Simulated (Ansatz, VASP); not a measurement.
## LiH: VASP beside Ansatz

```
Li H
1.0
     0.00000    2.03250    1.95120
     2.03250    0.00000    1.95120
     2.03250    2.03250    0.00000
Li H
1 1
Direct
  0.00000 0.00000 0.00000
  0.50000 0.50000 0.50000
```

Change from the starting cell: strain +0.000 along x and y, -0.040 along z, atoms carried along.

Alike in both runs: task single point; functional LDA; k mesh 10 × 10 × 10; occupations gaussian, width 0.05 eV; no spin polarisation.

|  | VASP | Ansatz |
| --- | --- | --- |
| version | VASP 6.6.1 | Ansatz 0.2.0 |
| potentials or method | VASP PAW LDA potentials, release 64 (Li_sv, H), cutoff 520 eV | scalar-relativistic, plane waves, PAW |
| valence electrons in the cell | 4 | 4 |

Ansatz gave:

| Item | Value |
| --- | --- |
| gap on the k mesh at the Fermi level (eV) | 2.23 |
| least direct gap on the mesh (eV) | 2.54 |

Question: Which values does VASP return?

Answer: gap on the k mesh at the Fermi level (eV): 2.22; least direct gap on the mesh (eV): 2.53.

LDA's correlation is that of Perdew and Zunger in VASP and of Perdew and Wang (1992) in Ansatz.

Noted on VASP's run: the cutoff is short for stress, so the pressure is rough.
